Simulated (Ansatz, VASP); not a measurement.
Te: VASP beside Ansatz

INCAR

```
SYSTEM = Te
PREC     = Accurate       ! precision mode
ENCUT    = 520            ! plane-wave cutoff, eV
EDIFF    = 1E-6           ! SCF threshold, eV
ISMEAR   = -1             ! smearing method
SIGMA    = 0.05           ! smearing width, eV
LREAL    = .FALSE.        ! projectors in reciprocal space
LASPH    = .TRUE.         ! aspherical terms in the spheres
NELM     = 150            ! most SCF steps
ALGO     = Normal         ! electronic algorithm
ISIF     = 2              ! what is computed and relaxed
LWAVE    = .FALSE.        ! write WAVECAR
LCHARG   = .FALSE.        ! write CHGCAR
MAGMOM   = 0 0 0 0 0 0 0 0 0 ! initial moments
LORBIT   = 11             ! projections on sites
LSORBIT  = .TRUE.         ! spin-orbit coupling
GGA_COMPAT= .FALSE.      
LORBMOM  = .TRUE.       
GGA      = PS             ! functional
NBANDS   = 31             ! bands
```

KPOINTS

```
regular mesh
0
G
  5 5 4
  0 0 0
```

File POSCAR:

```
Te
1.0
    3.8202894285     -2.1482026000      0.0000000000
    3.8202894285      2.1482026000      0.0000000000
   -0.0942908673      0.0000000000      5.9760906531
Te
3
Direct
    0.0000000000      0.0000000000      0.0000000000
    0.3094466100      0.3094466100      0.3388094900
    0.6905533900      0.6905533900      0.6611905100
```

Contents of input.yaml:

```yaml
crystal:
  lattice:
    - [3.8202894285, -2.1482026, 0.0]
    - [3.8202894285, 2.1482026, 0.0]
    - [-0.0942908673, 0.0, 5.9760906531]
  atoms:
    - { symbol: Te, position: [0.0, 0.0, 0.0] }
    - { symbol: Te, position: [0.30944661, 0.30944661, 0.33880949] }
    - { symbol: Te, position: [0.69055339, 0.69055339, 0.66119051] }
kpoints:
  mp_grid: { grid: [5, 5, 4] }
  band_path:
    path:
      - [0.0, 0.0, 0.0]
      - [0.5, 0.5, -1.0]
      - [0.106348683, 0.106348683, -1.4779432529]
      - [0.5, 0.5, -0.5]
      - [0.6725256635, 0.3274743365, -0.5]
    npoints: 6
scf:
  occupations: { method: fermi_dirac, width: 0.05 }
hamiltonian:
  xc: pbesol
  pseudopotentials: { kind: all_electron, lapw: { basis_error: 0.002 } }
magnetization:
  noncollinear: true
  spin_orbit: true
output:
  forces: true
  stress: true
  eigenvalues: true
```

Alike in both runs: functional PBEsol; k mesh 5 × 5 × 4; occupations fermi-dirac, width 0.05 eV; non-collinear spin, spin-orbit coupling.

|  | VASP | Ansatz |
| --- | --- | --- |
| version | VASP 6.6.1 | Ansatz 0.2.0 |
| potentials or method | VASP PAW PBE potentials, release 64 (Te), cutoff 520 eV | all-electron LAPW, relativistic spinors |
| task | single point | band structure |

Ansatz gave:

| Quantity | Value |
| --- | --- |
| pressure (GPa) | -1.5 |
| traceless stress, the component that is largest in VASP (GPa) | 0.30 |
| rms of the force components (eV/Å) | 0.015 |
| net moment per atom (μB) | 0.00 |

Question: Estimate VASP's values.

Answer: Pressure (GPa): -1.5; traceless stress, the component that is largest in VASP (GPa): 0.29; rms of the force components (eV/Å): 0.018; net moment per atom (μB): 0.00.

VASP's potentials were made for PBE, not for PBEsol. Atom by atom the forces differ by 0.004 eV/Å (rms over components). Ansatz ran all-electron here, and VASP with PAW potentials.

Noted on Ansatz's run: the k mesh is thin for a metal, which can move the energy by tens of meV per atom.
